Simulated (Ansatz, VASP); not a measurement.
**Ga2O3 in VASP and in Ansatz**

The input INCAR:

```
SYSTEM = Ga2O3
ALGO = Normal ; EDIFF = 1E-6
ENCUT = 520 ; ISIF = 2
ISMEAR = -1 ; LASPH = .True.
LCHARG = .False. ; LREAL = .False.
LWAVE = .False. ; NBANDS = 55
NELM = 100 ; PREC = Accurate
SIGMA = 0.05
```

Contents of KPOINTS:

```
k-points
0
Gamma
  9 9 5
  0 0 0
```

Contents of POSCAR:

```
Ga2O3
1.0
    6.1070000000     -1.5185500000      0.0000000000
    6.1070000000      1.5185500000      0.0000000000
   -1.3859888959      0.0000000000      5.6300087380
Ga O
4 6
Direct
    0.3413400000      0.3413400000      0.6859800000
    0.6586600000      0.6586600000      0.3140200000
    0.9095000000      0.9095000000      0.2054000000
    0.0905000000      0.0905000000      0.7946000000
    0.5041000000      0.5041000000      0.7434000000
    0.4959000000      0.4959000000      0.2566000000
    0.8267000000      0.8267000000      0.4368000000
    0.1733000000      0.1733000000      0.5632000000
    0.8355000000      0.8355000000      0.8902000000
    0.1645000000      0.1645000000      0.1098000000
```

Contents of input.yaml:

```yaml
crystal:
  lattice:
    - [6.107, -1.51855, 0.0]
    - [6.107, 1.51855, 0.0]
    - [-1.3859888959, 0.0, 5.630008738]
  atoms:
    - { symbol: Ga, position: [0.34134, 0.34134, 0.68598] }
    - { symbol: Ga, position: [0.65866, 0.65866, 0.31402] }
    - { symbol: Ga, position: [0.9095, 0.9095, 0.2054] }
    - { symbol: Ga, position: [0.0905, 0.0905, 0.7946] }
    - { symbol: O, position: [0.5041, 0.5041, 0.7434] }
    - { symbol: O, position: [0.4959, 0.4959, 0.2566] }
    - { symbol: O, position: [0.8267, 0.8267, 0.4368] }
    - { symbol: O, position: [0.1733, 0.1733, 0.5632] }
    - { symbol: O, position: [0.8355, 0.8355, 0.8902] }
    - { symbol: O, position: [0.1645, 0.1645, 0.1098] }
hamiltonian:
  xc: lda
  pseudopotentials: { kind: paw }
kpoints:
  mp_grid: { grid: [9, 9, 5] }
  band_path:
    path:
      - [[0.0, 0.5, 0.0], [0.0, 0.0, 0.0], [0.0, 0.0, -0.5]]
      - [[0.0, 0.5, -0.5], [0.0, 0.0, 0.0], [-0.5, -0.5, 0.5]]
      - [[-0.5, 0.0, 0.5], [0.0, 0.0, 0.0], [-0.5, -0.5, 0.0]]
      - [[-0.5, 0.0, 0.0], [0.0, 0.0, 0.0]]
    npoints: 10
scf:
  occupations: { method: fermi_dirac, width: 0.05 }
  n_extra_bands: 25
output:
  forces: true
  stress: true
  eigenvalues: true
  fatbands: true
```

Alike in both runs: functional LDA; k mesh 9 × 9 × 5; occupations fermi-dirac, width 0.05 eV; no spin polarisation.

|  | VASP | Ansatz |
| --- | --- | --- |
| version | VASP 6.6.1 | Ansatz 0.2.0 |
| potentials or method | VASP PAW LDA potentials, release 64 (Ga_d, O) | Ansatz PAW |
| plane-wave cutoff (eV) | 520 | 420 |
| valence electrons in the cell | 88 | 88 |
| task | single point | band structure |

VASP gave:

- gap on the k mesh at the Fermi level (eV): 2.34
- least direct gap on the mesh (eV): 2.36
- pressure (GPa): -2.4
- traceless stress, the component that is largest in VASP (GPa): -0.41
- rms of the force components (eV/Å): 0.041

**Question.** Estimate Ansatz's values.

**Answer.** gap on the k mesh at the Fermi level (eV): 2.33; least direct gap on the mesh (eV): 2.35; pressure (GPa): -4.1; traceless stress, the component that is largest in VASP (GPa): -0.37; rms of the force components (eV/Å): 0.032.

LDA's correlation is that of Perdew and Zunger in VASP and of Perdew and Wang (1992) in Ansatz. Atom by atom the forces differ by 0.028 eV/Å (rms over components).

Noted on Ansatz's run: Pulay correction over one GPa.
